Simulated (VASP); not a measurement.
The system is MgZn2TeS2.

```
Mg Zn Te S
1.0
     4.74572    0.00000    0.00000
     0.00000    5.50098    0.00000
     0.00000    0.00000    5.53583
Mg Zn Te S
1 2 1 2
Direct
  0.50000 0.50000 0.50000
  0.00000 0.00000 0.26818
  0.00000 0.00000 0.73182
  0.50000 0.50000 0.00000
  0.00000 0.50000 0.50000
  0.50000 0.00000 0.00000
```

The cell was generated, and may not be a known phase.

```yaml
Program: VASP 6.6.1
Task: relaxation of cell and atoms
Functional: PBE
Potentials_or_basis: VASP PAW PBE potentials, release 64 (Mg, Zn, Te, S)
Cutoff: 600 eV
k_mesh: 8 × 8 × 8
Occupations: gaussian, width 0.1 eV
Spin: no spin polarisation
```

At the start: pressure -0.1 GPa; volume 24.09 Å³/atom.

How do energy, volume and symmetry change on relaxing?

Over 14 steps the energy falls by 8.6 meV/atom and the volume is 23.86 Å³/atom (-0.9 %); space group Pmmm (No. 47, to 0.1 Å) before and after.

The path:
```
step  energy change (eV)  largest force (eV/Å)  pressure (GPa)  volume (Å³)
   1              0.0000                0.1298           -0.11       144.52
   2             -0.0280                0.1446           -0.18       144.17
   3             -0.0376                0.1598           -0.13       143.83
   4             -0.0376                0.1600           -0.10       143.80
   5             -0.0414                0.1360           -0.05       143.39
   6             -0.0480                0.0557            0.27       142.14
   7             -0.0482                0.0153            0.52       141.60
   8             -0.0504                0.0107            0.33       142.11
   9             -0.0511                0.0337            0.17       142.58
  10             -0.0512                0.0385            0.13       142.68
  11             -0.0515                0.0262            0.07       142.85
  12             -0.0516                0.0212            0.05       142.95
  13             -0.0517                0.0090           -0.03       143.14
  14             -0.0517                0.0096            0.01       143.15
```

Final structure:
```yaml
crystal:
  lattice:
    - [4.84900, 0.00000, 0.00000]
    - [0.00000, 5.32387, 0.00000]
    - [0.00000, 0.00000, 5.54512]
  atoms:
    - { symbol: Mg, position: [0.50000, 0.50000, 0.50000] }
    - { symbol: Zn, position: [0.00000, 0.00000, 0.25491] }
    - { symbol: Zn, position: [0.00000, 0.00000, 0.74509] }
    - { symbol: Te, position: [0.50000, 0.50000, 0.00000] }
    - { symbol: S, position: [0.00000, 0.50000, 0.50000] }
    - { symbol: S, position: [0.50000, 0.00000, 0.00000] }
```
